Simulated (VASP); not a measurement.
Set up this calculation in VASP 6.6.1, as the native input.

```
Task                   : single point
Functional             : PBE
Potentials or basis    : VASP PAW PBE potentials, release 64 (Au)
Cutoff                 : 520 eV
k mesh                 : 4 × 4 × 4
Occupations            : fermi-dirac, width 0.04 eV
Spin                   : no spin polarisation
Dipole correction      : no
Further INCAR settings : ALGO = Normal; EDIFF = 1e-06; NBANDS = 12
```

The structure of Au lies in POSCAR:

```
Au
1.0
    0.0000000000      2.0350000000      2.0350000000
    2.0350000000      0.0000000000      2.0350000000
    2.0350000000      2.0350000000      0.0000000000
Au
1
Direct
    0.0000000000      0.0000000000      0.0000000000
```

One way to write it, as run:

INCAR

```
SYSTEM = Au
PREC     = Accurate       ! precision mode
ENCUT    = 520            ! plane-wave cutoff, eV
EDIFF    = 1E-6           ! SCF threshold, eV
ISMEAR   = -1             ! smearing method
SIGMA    = 0.04           ! smearing width, eV
LREAL    = .False.        ! projectors in reciprocal space
LASPH    = .True.         ! aspherical terms in the spheres
NELM     = 60             ! most SCF steps
ALGO     = Normal         ! electronic algorithm
ISIF     = 2              ! what is computed and relaxed
LWAVE    = .False.        ! write WAVECAR
LCHARG   = .False.        ! write CHGCAR
GGA      = PE             ! functional
NBANDS   = 12             ! bands
```

KPOINTS

```
Automatic mesh
0
Gamma
  4 4 4
  0 0 0
```

Potentials or basis: VASP PAW PBE potentials, release 64 (Au).

Launch:

```sh
$ cat potpaw_PBE.64/Au/POTCAR > POTCAR
$ mpirun -np 1 vasp_std > vasp.out
```

It gave:

```
Pressure : 13.0 GPa
```

Caveat: the k points lie up to 0.67 Å⁻¹ apart.

It took 2.6 s on 1 thread of AMD EPYC 9R45 96-Core Processor (Zen 5), on a shared host, peak memory 0.11 GiB.
